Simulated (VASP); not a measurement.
# Hg (P6_3/mmc) in VASP: single point with LDA

Aim: the single point of Hg with LDA.

All numbers are computed with VASP 6.6.1; they aren't measurements. Logs are shortened: lines on timing, memory, paths and dates and some standing lists are left out, and cuts for length are marked.

## 1. The cell of the first run

Symmetry: P6_3/mmc, No. 194, hexagonal system. Conventional cell: a = 3.442 Å, b = 3.442 Å, c = 11.062 Å, α = 90.00°, β = 90.00°, γ = 120.00°. Within 4.5 Å of Hg (site symmetry -3m) lie 12 Hg at 3.41 to 3.44 Å. Within 4.5 Å of Hg (site symmetry -6m2) lie 12 Hg at 3.41 to 3.44 Å.

## 2. Single point, LDA

The input, INCAR:

```
SYSTEM = Hg
PREC = Accurate
ENCUT = 550
EDIFF = 1E-6
ISMEAR = 1
SIGMA = 0.1
LREAL = .FALSE.
LASPH = .TRUE.
NELM = 120
ALGO = Normal
ISIF = 2
LWAVE = .FALSE.
LCHARG = .FALSE.
GGA = CA
NBANDS = 48
GGA_COMPAT = .FALSE.
```

The input, KPOINTS:

```
Automatic mesh
0
G
  9 9 3
  0 0 0
```

The input, POSCAR:

```
Hg
1.0
    3.4419410000      0.0000000000      0.0000000000
   -1.7209705000      2.9808083443      0.0000000000
    0.0000000000      0.0000000000     11.0623310000
Hg
4
Direct
    0.0000000000      0.0000000000      0.0000000000
    0.3333333333      0.6666666667      0.2500000000
    0.0000000000      0.0000000000      0.5000000000
    0.6666666667      0.3333333333      0.7500000000
```

Potentials or basis: VASP PAW LDA potentials, release 64 (Hg_sv_GW).

Launch:

```bash
cat potpaw_LDA.64/Hg_sv_GW/POTCAR > POTCAR
mpirun -np 1 vasp_std > vasp.out
```

OUTCAR:

```text
SYSTEM = Hg
   PREC = Accurate
   ENCUT = 550
   EDIFF = 1E-6
   ISMEAR = 1
   LREAL = .FALSE.
   LASPH = .TRUE.
   NELM = 120
   ISIF = 2
   GGA = CA

 ion  position               nearest neighbor table
   1  0.000  0.000  0.000-
   2  0.333  0.667  0.250-
   3  0.000  0.000  0.500-
   4  0.667  0.333  0.750-

  LATTYP: Found a hexagonal cell.
 ALAT       =     3.4419410000
 C/A-ratio  =     3.2139804256

  Lattice vectors:

 A1 = (   3.4419410000,   0.0000000000,   0.0000000000)
 A2 = (  -1.7209705000,   2.9808083443,   0.0000000000)
 A3 = (   0.0000000000,   0.0000000000,  11.0623310000)

Analysis of symmetry for initial positions (statically):
=====================================================================
 Subroutine PRICEL returns:
 Original cell was already a primitive cell.

 Routine SETGRP: Setting up the symmetry group for a
 hexagonal supercell.

 Subroutine GETGRP returns: Found 24 space group operations
 (whereof 12 operations were pure point group operations)
 out of a pool of 24 trial point group operations.

The static configuration has the point symmetry D_3d.
 The point group associated with its full space group is D_6h.

Analysis of symmetry for dynamics (positions and initial velocities):
=====================================================================
 Subroutine PRICEL returns:
 Original cell was already a primitive cell.

 Routine SETGRP: Setting up the symmetry group for a
 hexagonal supercell.

 Subroutine GETGRP returns: Found 24 space group operations
 (whereof 12 operations were pure point group operations)
 out of a pool of 24 trial point group operations.

The dynamic configuration has the point symmetry D_3d.
 The point group associated with its full space group is D_6h.

 Subroutine INISYM returns: Found 24 space group operations
 (whereof 12 operations are pure point group operations),
 and found     1 'primitive' translations

----------------------------------------------------------------------------------------

                                     Primitive cell

  volume of cell :     113.4969

  direct lattice vectors                    reciprocal lattice vectors
     3.441941000  0.000000000  0.000000000     0.290533742  0.167739734  0.000000000
    -1.720970500  2.980808344  0.000000000     0.000000000  0.335479469  0.000000000
     0.000000000  0.000000000 11.062331000     0.000000000  0.000000000  0.090396861

  length of vectors
     3.441941000  3.441941000 11.062331000     0.335479469  0.335479469  0.090396861

  position of ions in fractional coordinates (direct lattice)
     0.000000000  0.000000000  0.000000000
     0.333333333  0.666666667  0.250000000
     0.000000000  0.000000000  0.500000000
     0.666666667  0.333333333  0.750000000

  ion indices of the primitive-cell ions
   primitive index   ion index
                 1           1
                 2           2
                 3           3
                 4           4

----------------------------------------------------------------------------------------

 KPOINTS: Automatic mesh

Automatic generation of k-mesh.
 Grid dimensions read from file:
 generate k-points for:    9    9    3

 Generating k-lattice:

  Cartesian coordinates                     Fractional coordinates (reciprocal lattice)
     0.032281527  0.018637748  0.000000000     0.111111111  0.000000000  0.000000000
     0.000000000  0.037275497  0.000000000     0.000000000  0.111111111  0.000000000
     0.000000000  0.000000000  0.030132287     0.000000000  0.000000000  0.333333333

  Length of vectors
     0.037275497  0.037275497  0.030132287

  Shift w.r.t. Gamma in fractional coordinates (k-lattice)
     0.000000000  0.000000000  0.000000000

 Subroutine IBZKPT returns following result:
 ===========================================

 Found     24 irreducible k-points:

 Following reciprocal coordinates:
            Coordinates               Weight
  0.000000  0.000000  0.000000      1.000000
  0.111111  0.000000  0.000000      6.000000
  0.222222 -0.000000  0.000000      6.000000
  0.333333  0.000000  0.000000      6.000000
  0.444444 -0.000000  0.000000      6.000000
  0.111111  0.111111  0.000000      6.000000
[... 16 lines left out ...]
  0.333333  0.222222  0.333333     24.000000
  0.333333  0.333333  0.333333      4.000000
   k-points           NKPTS =     24   k-points in BZ     NKDIM =     24   number of bands    NBANDS=     48
   number of dos      NEDOS =    301   number of ions     NIONS =      4
   total plane-waves  NPLWV =  70560
   dimension x,y,z NGX =    28 NGY =   28 NGZ =   90
   dimension x,y,z NGXF=    56 NGYF=   56 NGZF=  180
   ions per type =               4
   NGX,Y,Z   is equivalent  to a cutoff of  13.52, 13.52, 13.53 a.u.
   NGXF,Y,Z  is equivalent  to a cutoff of  27.05, 27.05, 27.05 a.u.
 SYSTEM =  Hg
   PREC   = accura    normal or accurate (medium, high low for compatibility)
   ISTART =      0    job   : 0-new  1-cont  2-samecut
   ICHARG =      2    charge: 1-file 2-atom 10-const
   ISPIN  =      1    spin polarized calculation?
   LNONCOLLINEAR =      F non collinear calculations
   LSORBIT =      F    spin-orbit coupling
   LASPH  =      T    aspherical Exc in radial PAW
   ENCUT  =  550.0 eV  40.42 Ry    6.36 a.u.   6.58  6.58 21.15*2*pi/ulx,y,z
   NELM   =    120;   NELMIN=  2; NELMDL= -5     # of ELM steps
   EDIFF  = 0.1E-05   stopping-criterion for ELM
   LREAL  =      F    real-space projection
   EDIFFG = 0.1E-04   stopping-criterion for IOM
   NSW    =      0    number of steps for IOM
   IBRION =     -1    ionic relax: 0-MD 1-quasi-New 2-CG
   NFREE  =      0    steps in history (QN), initial steepest desc. (CG)
   ISIF   =      2    stress and relaxation
   ISYM   =      2    0-nonsym 1-usesym 2-fastsym
   POTIM  = 0.5000    time-step for ionic-motion
   TEBEG  =    0.0;   TEEND  =   0.0 temperature during run
   PSTRESS=    0.0 pullay stress
   NELECT =      80.0000    total number of electrons
   NUPDOWN=      -1.0000    fix difference up-down
   EMIN   =  10.00;   EMAX   =-10.00  energy-range for DOS
   EFERMI =   0.00;   METHOD = LEGACY
   ISMEAR =     1;   SIGMA  =   0.10  broadening in eV -4-tet -1-fermi 0-gaus
   EFERMI_NEDOS =   21; number of points for ismear=-14 and -15
   IALGO  =     38    algorithm
   IMIX   =      4    mixing-type and parameters
     AMIX     =   0.40;   BMIX     =  1.00
     AMIX_MAG =   1.60;   BMIX_MAG =  1.00
  volume/ion in A,a.u.               =      28.37       191.48
  Fermi-wavevector in a.u.,A,eV,Ry     =   1.456946  2.753229 28.880973  2.122692
  Thomas-Fermi vector in A             =   2.573805
   LORBIT       =      0    0 simple, 1 ext, 2 COOP (PROOUT), +10 PAW based schemes
   GGA     = CA    functional components
   LHFCALC =     F    Hartree Fock is set to
   AEXX    =    0.0000 exact exchange contribution
   IVDW    =     0    specifies the selected vdW correction
   LEPSILON=     F    determine dielectric tensor
   LRPA    =     F    only Hartree local field effects (RPA)
 non-spin polarized calculation
 Methfessel and Paxton  Order N= 1 SIGMA  =   0.10
  energy-cutoff  :      550.00
  volume of cell :      113.50
 maximum number of plane-waves:      3378
 NGX is ok and might be reduce to    28
   NGX = 13   NGY = 13   NGZ = 43

 number of electron      80.0000007 magnetization

 Free energy of the ion-electron system (eV)
  ---------------------------------------------------
  ext. energy  EPLUGINS =         0.00000000
  ---------------------------------------------------
  free energy    TOTEN  =        -3.30819470 eV

  energy without entropy =       -3.30678027  energy(sigma->0) =       -3.30772322

 E-fermi :   3.3412     XC(G=0): -10.6684

 val. band max:        3.3179277526   @ k =   0.1111   0.0000   0.0000
 cond. band min:       3.3559778637   @ k =   0.2222   0.2222   0.0000
 fundamental gap:      0.0380501110
 Fermi energy:         3.3412252039

 k-point     1 :       0.0000    0.0000    0.0000
  band No.  band energies     occupation
      1    -110.1807      2.00000
      2    -110.1807      2.00000
      3    -110.1668      2.00000
      4    -110.1668      2.00000
      5     -58.7944      2.00000
      6     -58.7903      2.00000
[... 40 lines left out ...]
     47      15.4971      0.00000
     48      15.7436      0.00000

 k-point     2 :       0.1111    0.0000    0.0000
  band No.  band energies     occupation
      1    -110.1807      2.00000
      2    -110.1807      2.00000
      3    -110.1668      2.00000
      4    -110.1668      2.00000
      5     -58.7940      2.00000
      6     -58.7904      2.00000
[... 40 lines left out ...]
     47      13.4750      0.00000
     48      14.8669      0.00000

 k-point     3 :       0.2222   -0.0000    0.0000
  band No.  band energies     occupation
      1    -110.1806      2.00000
      2    -110.1806      2.00000
      3    -110.1667      2.00000
      4    -110.1667      2.00000
      5     -58.7928      2.00000
      6     -58.7907      2.00000
[... 40 lines left out ...]
     47      11.9706      0.00000
     48      12.9265      0.00000

 k-point     4 :       0.3333    0.0000    0.0000
  band No.  band energies     occupation
      1    -110.1806      2.00000
      2    -110.1805      2.00000
      3    -110.1666      2.00000
      4    -110.1666      2.00000
      5     -58.7945      2.00000
      6     -58.7936      2.00000
[... 958 lines left out ...]
     47       9.8160      0.00000
     48      10.1083      0.00000

 k-point    23 :       0.3333    0.2222    0.3333
  band No.  band energies     occupation
      1    -110.1805      2.00000
      2    -110.1805      2.00000
      3    -110.1666      2.00000
      4    -110.1666      2.00000
      5     -58.7954      2.00000
      6     -58.7950      2.00000
[... 40 lines left out ...]
     47       8.6469      0.00000
     48       9.7573      0.00000

 k-point    24 :       0.3333    0.3333    0.3333
  band No.  band energies     occupation
      1    -110.1805      2.00000
      2    -110.1805      2.00000
      3    -110.1666      2.00000
      4    -110.1666      2.00000
      5     -58.7942      2.00000
      6     -58.7936      2.00000
[... 40 lines left out ...]
     47       7.8913      0.00000
     48       7.8913      0.00000

------------------------ aborting loop because EDIFF is reached ----------------------------------------

  FORCE on cell =-STRESS in cart. coord.  units (eV):
  Direction    XX          YY          ZZ          XY          YZ          ZX
  --------------------------------------------------------------------------------------
  -------------------------------------------------------------------------------------
  Total       -3.2420612     -3.2420612     -3.3574781      0.0000000     -0.0000000      0.0000000
  in kB      -45.7664960    -45.7664960    -47.3957766      0.0000000     -0.0000000      0.0000000
  external PRESSURE =     -46.3095895 kB  Pullay stress =       0.0000000 kB

 VOLUME and BASIS-vectors are now :
 -----------------------------------------------------------------------------
  energy-cutoff  :      550.00
  volume of cell :      113.50
      direct lattice vectors                 reciprocal lattice vectors
     3.441941000  0.000000000  0.000000000     0.290533742  0.167739734  0.000000000
    -1.720970500  2.980808344  0.000000000     0.000000000  0.335479469  0.000000000
     0.000000000  0.000000000 11.062331000     0.000000000  0.000000000  0.090396861

 POSITION                                       TOTAL-FORCE (eV/Angst)
 -----------------------------------------------------------------------------------
      0.00000      0.00000      0.00000         0.000000      0.000000     -0.000000
     -0.00000      1.98721      2.76558         0.000000      0.000000      0.000000
      0.00000      0.00000      5.53117         0.000000      0.000000     -0.000000
      1.72097      0.99360      8.29675        -0.000000      0.000000     -0.000000
 -----------------------------------------------------------------------------------
    total drift:                                0.000000     -0.000000      0.000000

  FREE ENERGIE OF THE ION-ELECTRON SYSTEM (eV)
  ---------------------------------------------------
  free  energy   TOTEN  =        -3.3081947003 eV

  energy  without entropy=       -3.3067802682  energy(sigma->0) =       -3.30772322
```

It took 2.3 min on 1 thread of Intel Xeon Platinum 8259CL at 2.50GHz (Skylake/Cascade Lake), shared host; peak memory 0.27 GiB.

Results:

- Free energy: -3.3082 eV
- Pressure: -4.6 GPa
- Band gap on the k mesh: zero (bands 40 and 41 overlap by 0.42 eV)

Levels at points of the mesh, in eV from the Fermi level:
| k point | band 37 | band 38 | band 39 | band 40 | band 41 | band 42 | band 43 | band 44 |
| --- | --- | --- | --- | --- | --- | --- | --- | --- |
| (0.00, 0.00, 0.00) | -5.38 | -5.19 | -5.19 | -1.35 | -0.41 | 6.41 | 6.42 | 11.12 |

Caveat: the cell stands under tension; spin-orbit coupling is left out, which moves the levels of the heavy elements.

The gap in the log of VASP goes by the Fermi energy; the results here count the filled bands.